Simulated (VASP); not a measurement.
# BaH2 (P6_3/mmc) in VASP: single point with PBEsol

Aim: the single point of BaH2 with PBEsol.

Everything below comes from runs of VASP 6.6.1. Logs are shortened: lines on timing, memory, paths and dates and some standing lists are left out, and cuts for length are marked.

### Step 1. The cell of the first run

Symmetry: P6_3/mmc, No. 194, hexagonal system. Conventional cell: a = 4.462 Å, b = 4.462 Å, c = 6.055 Å, α = 90.00°, β = 90.00°, γ = 120.00°. Within 3.4 Å of Ba (site symmetry -6m2) lie 11 H at 2.58 to 3.03 Å. Within 3.4 Å of H (site symmetry -6m2) lie 5 Ba at 2.58 to 3.03 Å and 6 H at 2.99 Å. Within 3.9 Å of H (site symmetry -3m) lie 8 H at 2.99 to 3.03 Å and 6 Ba at 2.99 Å.

### Step 2. Single point, PBEsol

The input, INCAR:

```
SYSTEM = BaH2
PREC = Accurate ; ENCUT = 520
EDIFF = 1E-7 ; ISMEAR = 0
SIGMA = 0.1 ; LREAL = Auto
LASPH = .TRUE. ; NELM = 80
ALGO = Normal ; ISIF = 2
LWAVE = .FALSE. ; LCHARG = .FALSE.
GGA = PS ; ISYM = 0
NBANDS = 51
```

The input, KPOINTS:

```
Automatic mesh
0
Gamma
  2 2 2
  0.5 0.5 0.5
```

The input, POSCAR:

```
BaH2
1.0
   -2.2310125262      3.8642270476     -6.0552925900
    4.4620250523      0.0000000000     -6.0552925900
   -2.2310125261     -3.8642270477     -6.0552925900
Ba H
6 12
Direct
    0.4166666667      0.7500000000      0.0833333333
    0.0833333333      0.4166666667      0.7500000000
    0.7500000000      0.0833333333      0.4166666667
    0.9166666667      0.5833333333      0.2500000000
    0.5833333333      0.2500000000      0.9166666667
    0.2500000000      0.9166666667      0.5833333333
    0.7500000000      0.4166666667      0.0833333333
    0.4166666667      0.0833333333      0.7500000000
    0.0833333333      0.7500000000      0.4166666667
    0.5833333333      0.9166666667      0.2500000000
    0.2500000000      0.5833333333      0.9166666667
    0.9166666667      0.2500000000      0.5833333333
    0.5000000000      0.5000000000      0.5000000000
    0.1666666667      0.1666666667      0.1666666667
    0.8333333333      0.8333333333      0.8333333333
    0.6666666667      0.6666666667      0.6666666667
    0.3333333333      0.3333333333      0.3333333333
    0.0000000000      0.0000000000      0.0000000000
```

Potentials or basis: VASP PAW PBE potentials, release 64 (Ba_sv, H).

The run is started by

```bash
cat potpaw_PBE.64/Ba_sv/POTCAR potpaw_PBE.64/H/POTCAR > POTCAR
mpirun -np 1 vasp_std > vasp.out
```

OUTCAR:

```text
SYSTEM = BaH2
   PREC = Accurate
   ENCUT = 520
   EDIFF = 1E-7
   ISMEAR = 0
   LREAL = Auto
   LASPH = .TRUE.
   NELM = 80
   ISIF = 2
   GGA = PS
   ISYM = 0

 ion  position               nearest neighbor table
   1  0.417  0.750  0.083-   8 2.58   7 2.58   9 2.58   5 3.98   5 3.98   4 3.98   4 3.98   6 3.98
                             6 3.98   3 4.46   2 4.46   2 4.46   3 4.46   2 4.46   3 4.46
   2  0.083  0.417  0.750-   9 2.58   7 2.58   8 2.58   4 3.98   4 3.98   6 3.98   5 3.98   5 3.98
                             6 3.98   3 4.46   1 4.46   1 4.46   1 4.46   3 4.46   3 4.46
   3  0.750  0.083  0.417-   9 2.58   8 2.58   7 2.58   6 3.98   6 3.98   4 3.98   5 3.98   4 3.98
                             5 3.98   2 4.46   1 4.46   1 4.46   2 4.46   2 4.46   1 4.46
   4  0.917  0.583  0.250-  12 2.58  11 2.58  10 2.58   2 3.98   2 3.98   3 3.98   1 3.98   1 3.98
                             3 3.98   6 4.46   5 4.46   5 4.46   6 4.46   5 4.46   6 4.46
   5  0.583  0.250  0.917-  10 2.58  11 2.58  12 2.58   1 3.98   1 3.98   2 3.98   2 3.98   3 3.98
                             3 3.98   6 4.46   4 4.46   6 4.46   4 4.46   4 4.46   6 4.46
   6  0.250  0.917  0.583-  12 2.58  10 2.58  11 2.58   3 3.98   3 3.98   2 3.98   1 3.98   2 3.98
                             1 3.98   4 4.46   5 4.46   5 4.46   4 4.46   4 4.46   5 4.46
   7  0.750  0.417  0.083-   1 2.58   2 2.58   3 2.58
   8  0.417  0.083  0.750-   1 2.58   3 2.58   2 2.58
   9  0.083  0.750  0.417-   2 2.58   3 2.58   1 2.58
  10  0.583  0.917  0.250-   5 2.58   6 2.58   4 2.58
  11  0.250  0.583  0.917-   5 2.58   4 2.58   6 2.58
  12  0.917  0.250  0.583-   4 2.58   6 2.58   5 2.58
  13  0.500  0.500  0.500-
  14  0.167  0.167  0.167-
  15  0.833  0.833  0.833-
  16  0.667  0.667  0.667-
  17  0.333  0.333  0.333-
  18  0.000  0.000  0.000-

IMPORTANT INFORMATION: All symmetrisations will be switched off!
NOSYMM: (Re-)initialisation of all symmetry stuff for point group C_1.

----------------------------------------------------------------------------------------

                                     Primitive cell

  volume of cell :     313.2211

  direct lattice vectors                    reciprocal lattice vectors
    -2.231012526  3.864227048 -6.055292590    -0.074704496  0.129391983 -0.055048262
     4.462025052  0.000000000 -6.055292590     0.149408992  0.000000000 -0.055048262
    -2.231012526 -3.864227048 -6.055292590    -0.074704496 -0.129391983 -0.055048262

  length of vectors
     7.521717618  7.521717618  7.521717618     0.159227379  0.159227379  0.159227379

  position of ions in fractional coordinates (direct lattice)
     0.416666667  0.750000000  0.083333333
     0.083333333  0.416666667  0.750000000
     0.750000000  0.083333333  0.416666667
     0.916666667  0.583333333  0.250000000
     0.583333333  0.250000000  0.916666667
     0.250000000  0.916666667  0.583333333
[... 10 lines left out ...]
     0.333333333  0.333333333  0.333333333
     0.000000000  0.000000000  0.000000000

  ion indices of the primitive-cell ions
   primitive index   ion index
                 1           1
                 2           2
                 3           3
                 4           4
                 5           5
                 6           6
[... 10 lines left out ...]
                17          17
                18          18

----------------------------------------------------------------------------------------

 KPOINTS: Automatic mesh

Automatic generation of k-mesh.
 Grid dimensions read from file:
 generate k-points for:    2    2    2

 Generating k-lattice:

  Cartesian coordinates                     Fractional coordinates (reciprocal lattice)
    -0.037352248  0.064695991 -0.027524131     0.500000000  0.000000000  0.000000000
     0.074704496  0.000000000 -0.027524131     0.000000000  0.500000000  0.000000000
    -0.037352248 -0.064695991 -0.027524131    -0.000000000  0.000000000  0.500000000

  Length of vectors
     0.079613689  0.079613689  0.079613689

  Shift w.r.t. Gamma in fractional coordinates (k-lattice)
     0.500000000  0.500000000  0.500000000

 Subroutine IBZKPT returns following result:
 ===========================================

 Found      4 irreducible k-points:

 Following reciprocal coordinates:
            Coordinates               Weight
  0.250000  0.250000  0.250000      2.000000
 -0.250000  0.250000  0.250000      2.000000
  0.250000 -0.250000  0.250000      2.000000
  0.250000  0.250000 -0.250000      2.000000
   k-points           NKPTS =      4   k-points in BZ     NKDIM =      4   number of bands    NBANDS=     51
   number of dos      NEDOS =    301   number of ions     NIONS =     18
   total plane-waves  NPLWV = 175616
   dimension x,y,z NGX =    56 NGY =   56 NGZ =   56
   dimension x,y,z NGXF=   112 NGYF=  112 NGZF=  112
   ions per type =               6  12
   NGX,Y,Z   is equivalent  to a cutoff of  12.38, 12.38, 12.38 a.u.
   NGXF,Y,Z  is equivalent  to a cutoff of  24.75, 24.75, 24.75 a.u.
 SYSTEM =  BaH2
   PREC   = accura    normal or accurate (medium, high low for compatibility)
   ISTART =      0    job   : 0-new  1-cont  2-samecut
   ICHARG =      2    charge: 1-file 2-atom 10-const
   ISPIN  =      1    spin polarized calculation?
   LNONCOLLINEAR =      F non collinear calculations
   LSORBIT =      F    spin-orbit coupling
   LASPH  =      T    aspherical Exc in radial PAW
   ENCUT  =  520.0 eV  38.22 Ry    6.18 a.u.  13.99 13.99 13.99*2*pi/ulx,y,z
   NELM   =     80;   NELMIN=  2; NELMDL= -5     # of ELM steps
   EDIFF  = 0.1E-06   stopping-criterion for ELM
   LREAL  =      T    real-space projection
   EDIFFG = 0.1E-05   stopping-criterion for IOM
   NSW    =      0    number of steps for IOM
   IBRION =     -1    ionic relax: 0-MD 1-quasi-New 2-CG
   NFREE  =      0    steps in history (QN), initial steepest desc. (CG)
   ISIF   =      2    stress and relaxation
   ISYM   =      0    0-nonsym 1-usesym 2-fastsym
   POTIM  = 0.5000    time-step for ionic-motion
   TEBEG  =    0.0;   TEEND  =   0.0 temperature during run
   PSTRESS=    0.0 pullay stress
   NELECT =      72.0000    total number of electrons
   NUPDOWN=      -1.0000    fix difference up-down
   EMIN   =  10.00;   EMAX   =-10.00  energy-range for DOS
   EFERMI =   0.00;   METHOD = LEGACY
   ISMEAR =     0;   SIGMA  =   0.10  broadening in eV -4-tet -1-fermi 0-gaus
   EFERMI_NEDOS =   21; number of points for ismear=-14 and -15
   IALGO  =     38    algorithm
   IMIX   =      4    mixing-type and parameters
     AMIX     =   0.40;   BMIX     =  1.00
     AMIX_MAG =   1.60;   BMIX_MAG =  1.00
  volume/ion in A,a.u.               =      17.40       117.43
  Fermi-wavevector in a.u.,A,eV,Ry     =   1.002848  1.895109 13.683448  1.005705
  Thomas-Fermi vector in A             =   2.135362
   LORBIT       =      0    0 simple, 1 ext, 2 COOP (PROOUT), +10 PAW based schemes
   GGA     = PS    functional components
   LHFCALC =     F    Hartree Fock is set to
   AEXX    =    0.0000 exact exchange contribution
   IVDW    =     0    specifies the selected vdW correction
   LEPSILON=     F    determine dielectric tensor
   LRPA    =     F    only Hartree local field effects (RPA)
 non-spin polarized calculation
 Gauss-broadening in eV      SIGMA  =   0.10
  energy-cutoff  :      520.00
  volume of cell :      313.22
 maximum number of plane-waves:      8443
   NGX = 27   NGY = 27   NGZ = 27

 number of electron      71.9999999 magnetization

 Free energy of the ion-electron system (eV)
  ---------------------------------------------------
  ext. energy  EPLUGINS =         0.00000000
  ---------------------------------------------------
  free energy    TOTEN  =       -61.22069091 eV

  energy without entropy =      -61.22069091  energy(sigma->0) =      -61.22069091

 E-fermi :   1.5389     XC(G=0):  -8.8375

 val. band max:        1.0422142255   @ k =   0.2500   0.2500   0.2500
 cond. band min:       2.5995244049   @ k =   0.2500   0.2500   0.2500
 fundamental gap:      1.5573101794
 Fermi energy:         1.5388983562

 k-point     1 :       0.2500    0.2500    0.2500
  band No.  band energies     occupation
      1     -26.0317      2.00000
      2     -25.9322      2.00000
      3     -25.9322      2.00000
      4     -25.9318      2.00000
      5     -25.9318      2.00000
      6     -25.9070      2.00000
[... 40 lines left out ...]
     47       5.2003      0.00000
     48       5.6232      0.00000

 k-point     2 :      -0.2500    0.2500    0.2500
  band No.  band energies     occupation
      1     -26.0054      2.00000
      2     -25.9640      2.00000
      3     -25.9566      2.00000
      4     -25.9335      2.00000
      5     -25.9157      2.00000
      6     -25.8918      2.00000
[... 40 lines left out ...]
     47       5.2442      0.00000
     48       5.6230      0.00000

 k-point     3 :       0.2500   -0.2500    0.2500
  band No.  band energies     occupation
      1     -26.0054      2.00000
      2     -25.9640      2.00000
      3     -25.9566      2.00000
      4     -25.9335      2.00000
      5     -25.9157      2.00000
      6     -25.8918      2.00000
[... 40 lines left out ...]
     47       5.2442      0.00000
     48       5.6230      0.00000

 k-point     4 :       0.2500    0.2500   -0.2500
  band No.  band energies     occupation
      1     -26.0054      2.00000
      2     -25.9640      2.00000
      3     -25.9566      2.00000
      4     -25.9335      2.00000
      5     -25.9157      2.00000
      6     -25.8918      2.00000
[... 40 lines left out ...]
     47       5.2442      0.00000
     48       5.6230      0.00000
 [bands above 48 left out]

------------------------ aborting loop because EDIFF is reached ----------------------------------------

  FORCE on cell =-STRESS in cart. coord.  units (eV):
  Direction    XX          YY          ZZ          XY          YZ          ZX
  --------------------------------------------------------------------------------------
  -------------------------------------------------------------------------------------
  Total       -3.2855334     -3.2855328     -3.2038503      0.0000005      0.0000010      0.0000002
  in kB      -16.8060417    -16.8060385    -16.3882196      0.0000024      0.0000050      0.0000009
  external PRESSURE =     -16.6667666 kB  Pullay stress =       0.0000000 kB

 VOLUME and BASIS-vectors are now :
 -----------------------------------------------------------------------------
  energy-cutoff  :      520.00
  volume of cell :      313.22
      direct lattice vectors                 reciprocal lattice vectors
    -2.231012526  3.864227048 -6.055292590    -0.074704496  0.129391983 -0.055048262
     4.462025052  0.000000000 -6.055292590     0.149408992  0.000000000 -0.055048262
    -2.231012526 -3.864227048 -6.055292590    -0.074704496 -0.129391983 -0.055048262

 POSITION                                       TOTAL-FORCE (eV/Angst)
 -----------------------------------------------------------------------------------
      2.23101      1.28808     -7.56912        -0.000000     -0.000630     -0.000001
      0.00000     -2.57615     -7.56912        -0.000545      0.000313     -0.000000
     -2.23101      1.28808     -7.56912         0.000544      0.000317     -0.000000
     -0.00000      2.57615    -10.59676         0.000545     -0.000317     -0.000001
     -2.23101     -1.28808    -10.59676         0.000001      0.000630      0.000001
      2.23101     -1.28808    -10.59676        -0.000545     -0.000315      0.000001
[... 10 lines left out ...]
      0.00000     -0.00000     -6.05529        -0.000000      0.000000     -0.000023
      0.00000      0.00000      0.00000        -0.000000      0.000000     -0.000000
 -----------------------------------------------------------------------------------
    total drift:                                0.000002     -0.000003      0.000000

  FREE ENERGIE OF THE ION-ELECTRON SYSTEM (eV)
  ---------------------------------------------------
  free  energy   TOTEN  =       -61.2206909095 eV

  energy  without entropy=      -61.2206909095  energy(sigma->0) =      -61.22069091
```

Run time: 3.9 min. Hardware: 1 thread of Intel Xeon 8259CL, shared host; peak memory 0.42 GiB.

What came out:

* Free energy: -61.2207 eV
* Pressure: -1.7 GPa
* Band gap on the k mesh: 1.56 eV

Caveat: the PAW data sets were made with another functional, which shifts forces and pressure a little; spin-orbit coupling is left out, which moves the levels of the heavy elements; a shifted mesh leaves out Γ, where band edges can lie. A k mesh can miss the band edges.
